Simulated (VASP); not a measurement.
# Ti4O3 (I4/mmm) in VASP: single point with PBEsol

Aim: the single point of Ti4O3 with PBEsol.

Program: VASP 6.6.1. These are calculated values, not measurements. Logs are shortened: lines on timing, memory, paths and dates and some standing lists are left out, and cuts for length are marked.

### 1 The cell of the first run

It takes space group I4/mmm (No. 139, tetragonal). Conventional cell: a = 4.212 Å, b = 4.212 Å, c = 8.208 Å, α = 90.00°, β = 90.00°, γ = 90.00°. Within 2.7 Å of Ti (site symmetry mmm) lie 4 O at 2.05 to 2.11 Å. Within 2.8 Å of Ti (site symmetry 4mm) lie 5 O at 2.11 to 2.13 Å. Within 2.7 Å of O (site symmetry -4m2) lie 6 Ti at 2.05 to 2.11 Å. Within 2.8 Å of O (site symmetry 4/mmm) lie 6 Ti at 2.11 to 2.13 Å.

### 2 Single point, PBEsol

Contents of INCAR:

```
PREC = Accurate ; ENCUT = 520
EDIFF = 1E-7 ; ISMEAR = 0
SIGMA = 0.15 ; LREAL = False
LASPH = True ; NELM = 60
ALGO = Normal ; ISIF = 2
LWAVE = False ; LCHARG = False
GGA = PS ; NBANDS = 42
```

Contents of KPOINTS:

```
regular mesh
0
Gamma
  14 14 14
```

Contents of POSCAR:

```
Ti4O3
1.0
   -2.1058699563      2.1058699563      4.1040194542
    2.1058699563     -2.1058699563      4.1040194542
    2.1058699563      2.1058699563     -4.1040194542
Ti O
4 3
Direct
    0.0000000000      0.5000000000      0.5000000000
    0.2598824932      0.2598824932      0.0000000000
    0.5000000000      0.0000000000      0.5000000000
    0.7401175068      0.7401175068      0.0000000000
    0.7500000000      0.2500000000      0.5000000000
    0.0000000000      0.0000000000      0.0000000000
    0.2500000000      0.7500000000      0.5000000000
```

Potentials or basis: VASP PAW PBE potentials, release 64 (Ti_sv, O).

Launch:

```sh
cat potpaw_PBE.64/Ti_sv/POTCAR potpaw_PBE.64/O/POTCAR > POTCAR
mpirun -np 1 vasp_std > vasp.out
```

OUTCAR:

```text
PREC = Accurate
   ENCUT = 520
   EDIFF = 1E-7
   ISMEAR = 0
   LREAL = False
   LASPH = True
   NELM = 60
   ISIF = 2
   GGA = PS

 ion  position               nearest neighbor table
   1  0.000  0.500  0.500-   5 2.05   7 2.05   6 2.11   6 2.11   4 2.88   2 2.88   2 2.88   4 2.88

   2  0.260  0.260  0.000-   5 2.11   7 2.11   7 2.11   5 2.11   6 2.13   3 2.88   1 2.88   1 2.88
                             3 2.88
   3  0.500  0.000  0.500-   5 2.05   7 2.05   6 2.11   6 2.11   2 2.88   4 2.88   2 2.88   4 2.88

   4  0.740  0.740  0.000-   7 2.11   5 2.11   5 2.11   7 2.11   6 2.13   3 2.88   1 2.88   3 2.88
                             1 2.88
   5  0.750  0.250  0.500-   1 2.05   3 2.05   2 2.11   4 2.11   2 2.11   4 2.11
   6  0.000  0.000  0.000-   1 2.11   3 2.11   1 2.11   3 2.11   2 2.13   4 2.13
   7  0.250  0.750  0.500-   1 2.05   3 2.05   2 2.11   4 2.11   2 2.11   4 2.11

  LATTYP: Found a body centered tetragonal cell.
 ALAT       =     4.2117399126
 C/A-ratio  =     1.9488475259

  Lattice vectors:

 A1 = (  -2.1058699563,   2.1058699563,   4.1040194542)
 A2 = (   2.1058699563,  -2.1058699563,   4.1040194542)
 A3 = (   2.1058699563,   2.1058699563,  -4.1040194542)

Analysis of symmetry for initial positions (statically):
=====================================================================
 Subroutine PRICEL returns:
 Original cell was already a primitive cell.

 Routine SETGRP: Setting up the symmetry group for a
 body centered tetragonal supercell.

 Subroutine GETGRP returns: Found 16 space group operations
 (whereof 16 operations were pure point group operations)
 out of a pool of 16 trial point group operations.

The static configuration has the point symmetry D_4h.

Analysis of symmetry for dynamics (positions and initial velocities):
=====================================================================
 Subroutine PRICEL returns:
 Original cell was already a primitive cell.

 Routine SETGRP: Setting up the symmetry group for a
 body centered tetragonal supercell.

 Subroutine GETGRP returns: Found 16 space group operations
 (whereof 16 operations were pure point group operations)
 out of a pool of 16 trial point group operations.

The dynamic configuration has the point symmetry D_4h.

 Subroutine INISYM returns: Found 16 space group operations
 (whereof 16 operations are pure point group operations),
 and found     1 'primitive' translations

----------------------------------------------------------------------------------------

                                     Primitive cell

  volume of cell :      72.8002

  direct lattice vectors                    reciprocal lattice vectors
    -2.105869956  2.105869956  4.104019454     0.000000000  0.237431565  0.121831781
     2.105869956 -2.105869956  4.104019454     0.237431565  0.000000000  0.121831781
     2.105869956  2.105869956 -4.104019454     0.237431565  0.237431565  0.000000000

  length of vectors
     5.070734880  5.070734880  5.070734880     0.266864631  0.266864631  0.335778940

  position of ions in fractional coordinates (direct lattice)
     0.000000000  0.500000000  0.500000000
     0.259882493  0.259882493  0.000000000
     0.500000000  0.000000000  0.500000000
     0.740117507  0.740117507  0.000000000
     0.750000000  0.250000000  0.500000000
     0.000000000  0.000000000  0.000000000
     0.250000000  0.750000000  0.500000000

  ion indices of the primitive-cell ions
   primitive index   ion index
                 1           1
                 2           2
                 3           3
                 4           4
                 5           5
                 6           6
                 7           7

----------------------------------------------------------------------------------------

 KPOINTS: regular mesh

Automatic generation of k-mesh.
 Grid dimensions read from file:
 generate k-points for:   14   14   14

 Generating k-lattice:

  Cartesian coordinates                     Fractional coordinates (reciprocal lattice)
     0.000000000  0.016959398  0.008702270     0.071428571 -0.000000000  0.000000000
     0.016959398  0.000000000  0.008702270    -0.000000000  0.071428571  0.000000000
     0.016959398  0.016959398  0.000000000     0.000000000  0.000000000  0.071428571

  Length of vectors
     0.019061759  0.019061759  0.023984210

  Shift w.r.t. Gamma in fractional coordinates (k-lattice)
     0.000000000  0.000000000  0.000000000

 Subroutine IBZKPT returns following result:
 ===========================================

 Found    244 irreducible k-points:

 Following reciprocal coordinates:
            Coordinates               Weight
  0.000000  0.000000  0.000000      1.000000
  0.071429 -0.000000  0.000000      8.000000
  0.142857  0.000000 -0.000000      8.000000
  0.214286  0.000000 -0.000000      8.000000
  0.285714  0.000000  0.000000      8.000000
  0.357143  0.000000 -0.000000      8.000000
[... 16 lines left out ...]
  0.214286  0.142857 -0.000000     16.000000
  0.285714  0.142857  0.000000     16.000000
 [... further k-points ...]
   k-points           NKPTS =    244   k-points in BZ     NKDIM =    244   number of bands    NBANDS=     42
   number of dos      NEDOS =    301   number of ions     NIONS =      7
   total plane-waves  NPLWV =  64000
   dimension x,y,z NGX =    40 NGY =   40 NGZ =   40
   dimension x,y,z NGXF=    80 NGYF=   80 NGZF=   80
   ions per type =               4   3
   NGX,Y,Z   is equivalent  to a cutoff of  13.11, 13.11, 13.11 a.u.
   NGXF,Y,Z  is equivalent  to a cutoff of  26.23, 26.23, 26.23 a.u.
 SYSTEM =  unknown system
   PREC   = accura    normal or accurate (medium, high low for compatibility)
   ISTART =      0    job   : 0-new  1-cont  2-samecut
   ICHARG =      2    charge: 1-file 2-atom 10-const
   ISPIN  =      1    spin polarized calculation?
   LNONCOLLINEAR =      F non collinear calculations
   LSORBIT =      F    spin-orbit coupling
   LASPH  =      T    aspherical Exc in radial PAW
   ENCUT  =  520.0 eV  38.22 Ry    6.18 a.u.   9.43  9.43  9.43*2*pi/ulx,y,z
   NELM   =     60;   NELMIN=  2; NELMDL= -5     # of ELM steps
   EDIFF  = 0.1E-06   stopping-criterion for ELM
   LREAL  =      F    real-space projection
   EDIFFG = 0.1E-05   stopping-criterion for IOM
   NSW    =      0    number of steps for IOM
   IBRION =     -1    ionic relax: 0-MD 1-quasi-New 2-CG
   NFREE  =      0    steps in history (QN), initial steepest desc. (CG)
   ISIF   =      2    stress and relaxation
   ISYM   =      2    0-nonsym 1-usesym 2-fastsym
   POTIM  = 0.5000    time-step for ionic-motion
   TEBEG  =    0.0;   TEEND  =   0.0 temperature during run
   PSTRESS=    0.0 pullay stress
   NELECT =      66.0000    total number of electrons
   NUPDOWN=      -1.0000    fix difference up-down
   EMIN   =  10.00;   EMAX   =-10.00  energy-range for DOS
   EFERMI =   0.00;   METHOD = LEGACY
   ISMEAR =     0;   SIGMA  =   0.15  broadening in eV -4-tet -1-fermi 0-gaus
   EFERMI_NEDOS =   21; number of points for ismear=-14 and -15
   IALGO  =     38    algorithm
   IMIX   =      4    mixing-type and parameters
     AMIX     =   0.40;   BMIX     =  1.00
     AMIX_MAG =   1.60;   BMIX_MAG =  1.00
  volume/ion in A,a.u.               =      10.40        70.18
  Fermi-wavevector in a.u.,A,eV,Ry     =   1.584450  2.994177 34.157195  2.510483
  Thomas-Fermi vector in A             =   2.684066
   LORBIT       =      0    0 simple, 1 ext, 2 COOP (PROOUT), +10 PAW based schemes
   GGA     = PS    functional components
   LHFCALC =     F    Hartree Fock is set to
   AEXX    =    0.0000 exact exchange contribution
   IVDW    =     0    specifies the selected vdW correction
   LEPSILON=     F    determine dielectric tensor
   LRPA    =     F    only Hartree local field effects (RPA)
 non-spin polarized calculation
 Gauss-broadening in eV      SIGMA  =   0.15
  energy-cutoff  :      520.00
  volume of cell :       72.80
 maximum number of plane-waves:      1983
 NGX is ok and might be reduce to    40
   NGX = 19   NGY = 19   NGZ = 19

 number of electron      66.0000013 magnetization

 Free energy of the ion-electron system (eV)
  ---------------------------------------------------
  ext. energy  EPLUGINS =         0.00000000
  ---------------------------------------------------
  free energy    TOTEN  =       -64.95548662 eV

  energy without entropy =      -64.91419245  energy(sigma->0) =      -64.93483954

 E-fermi :  11.2040     XC(G=0): -12.9548

 val. band max:       11.1975660773   @ k =  -0.0714   0.4286   0.0714
 cond. band min:      11.2041154128   @ k =   0.1429   0.0714   0.0000
 fundamental gap:      0.0065493354
 Fermi energy:        11.2040227333

 k-point     1 :       0.0000    0.0000    0.0000
  band No.  band energies     occupation
      1     -46.1775      2.00000
      2     -46.0779      2.00000
      3     -45.8418      2.00000
      4     -45.7953      2.00000
      5     -22.8320      2.00000
      6     -22.8320      2.00000
[... 34 lines left out ...]
     41      13.3860      0.00000
     42      13.6198      0.00000

 k-point     2 :       0.0714   -0.0000    0.0000
  band No.  band energies     occupation
      1     -46.1757      2.00000
      2     -46.0788      2.00000
      3     -45.8417      2.00000
      4     -45.7962      2.00000
      5     -22.8462      2.00000
      6     -22.8295      2.00000
[... 34 lines left out ...]
     41      13.4315      0.00000
     42      13.4597      0.00000

 k-point     3 :       0.1429    0.0000   -0.0000
  band No.  band energies     occupation
      1     -46.1706      2.00000
      2     -46.0816      2.00000
      3     -45.8414      2.00000
      4     -45.7987      2.00000
      5     -22.8770      2.00000
      6     -22.8218      2.00000
[... 897 lines left out ...]
      4     -45.8056      2.00000
      5     -22.9616      2.00000
      6     -22.8147      2.00000
[... 34 lines left out ...]
     41      13.4805      0.00000
     42      13.7125      0.00000

 k-point    24 :       0.2857    0.1429    0.0000
  band No.  band energies     occupation
      1     -46.1459      2.00000
      2     -46.0946      2.00000
      3     -45.8407      2.00000
      4     -45.8104      2.00000
      5     -22.9742      2.00000
      6     -22.8500      2.00000
[... 34 lines left out ...]
     41      13.5084      0.00000
     42      13.7304      0.00000

 [... further k-points ...]
[... 5 lines left out ...]
  --------------------------------------------------------------------------------------
  -------------------------------------------------------------------------------------
  Total        0.2512696      0.2512696      0.3699067      0.0000000      0.0000000     -0.0000000
  in kB        5.5299088      5.5299088      8.1408603      0.0000000      0.0000000     -0.0000000
  external PRESSURE =       6.4002259 kB  Pullay stress =       0.0000000 kB

 VOLUME and BASIS-vectors are now :
 -----------------------------------------------------------------------------
  energy-cutoff  :      520.00
  volume of cell :       72.80
      direct lattice vectors                 reciprocal lattice vectors
    -2.105869956  2.105869956  4.104019454     0.000000000  0.237431565  0.121831781
     2.105869956 -2.105869956  4.104019454     0.237431565  0.000000000  0.121831781
     2.105869956  2.105869956 -4.104019454     0.237431565  0.237431565  0.000000000

 POSITION                                       TOTAL-FORCE (eV/Angst)
 -----------------------------------------------------------------------------------
      2.10587      0.00000      0.00000         0.000000      0.000000      0.000000
      0.00000      0.00000      2.13313        -0.000000     -0.000000      0.019748
      0.00000      2.10587      0.00000         0.000000      0.000000      0.000000
      0.00000      0.00000      6.07491        -0.000000     -0.000000     -0.019748
     -0.00000      2.10587      2.05201         0.000000      0.000000     -0.000000
      0.00000      0.00000      0.00000         0.000000      0.000000      0.000000
      2.10587     -0.00000      2.05201         0.000000      0.000000     -0.000000
 -----------------------------------------------------------------------------------
    total drift:                               -0.000000     -0.000000      0.000000

  FREE ENERGIE OF THE ION-ELECTRON SYSTEM (eV)
  ---------------------------------------------------
  free  energy   TOTEN  =       -64.9554866238 eV

  energy  without entropy=      -64.9141924484  energy(sigma->0) =      -64.93483954
```

Wall time 9.8 min (1 thread of Intel Xeon Platinum 8559C (Emerald Rapids), shared host); peak memory 0.65 GiB.

Results:

```yaml
Free_energy: -64.9555 eV
Pressure: 0.6 GPa
Largest_force: 0.020 eV/Å
Band_gap_on_the_k_mesh: zero (band 33 reaches 12.23 eV, above the bottom of band 34 at 10.74 eV)
```

Forces on the atoms (eV/Å):
```
Ti   0.000  0.000  0.000
Ti   0.000  0.000  0.020
Ti   0.000  0.000  0.000
Ti   0.000  0.000 -0.020
O    0.000  0.000  0.000
O    0.000  0.000  0.000
O    0.000  0.000  0.000
```

Levels at points of the mesh, in eV from the Fermi level:
```tsv
k point	band 30	band 31	band 32	band 33	band 34	band 35	band 36	band 37
(0.00, 0.00, 0.00)	-3.16	-0.52	-0.52	-0.46	-0.46	-0.19	0.59	0.59
(0.50, 0.00, 0.00)	-1.72	-0.90	-0.64	-0.11	0.10	0.34	0.74	1.04
(0.50, 0.50, 0.00)	-1.06	-0.95	-0.94	0.65	1.11	1.14	1.20	1.37
(0.50, 0.50, 0.50)	-3.02	-3.02	-2.27	-1.48	0.88	0.88	1.08	1.68
```

Caveat: the PAW data sets were made with another functional, which shifts forces and pressure a little.
